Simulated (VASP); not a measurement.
SnO, 4 atoms in the cell. The structure is tetragonal, space group P4/nmm (No. 129). Conventional cell: a = 3.992 Å, b = 3.992 Å, c = 4.594 Å, α = 90.00°, β = 90.00°, γ = 90.00°. Within 3.0 Å of Sn (site symmetry 4mm) lie 4 O at 2.28 Å. Within 3.0 Å of O (site symmetry -4m2) lie 4 Sn at 2.28 Å and 4 O at 2.82 Å.  This cell differs from its parent crystal: strain +0.050 along x and y, -0.050 along z.

| Quantity | Value |
| --- | --- |
| Program | VASP 6.6.1 |
| Task | single point |
| Functional | PBEsol |
| Dispersion | D3(BJ) |
| Potentials or basis | VASP PAW PBE potentials, release 64 (Sn_d, O) |
| Cutoff | 520 eV |
| k mesh | 12 × 12 × 10 |
| Occupations | gaussian, width 0.15 eV |
| Spin | no spin polarisation |
| Dipole correction | no |
| Further INCAR settings | ALGO = Normal; EDIFF = 1e-06; NBANDS = 28 |

Potentials or basis: VASP PAW PBE potentials, release 64 (Sn_d, O).

The run is started by

```bash
$ cat potpaw_PBE.64/Sn_d/POTCAR potpaw_PBE.64/O/POTCAR > POTCAR
$ mpirun -np 1 vasp_std > vasp.out
```

Hardware: 1 thread of Intel(R) Xeon(R) 6975P-C (Granite Rapids), with other jobs on the host.

**Question.** How long does it take, and how much memory?

**Answer.** It took 2.6 min on 1 thread of Intel(R) Xeon(R) 6975P-C (Granite Rapids) (shared host), peak memory 0.38 GiB. Counts: scf iterations 14, k points 168.
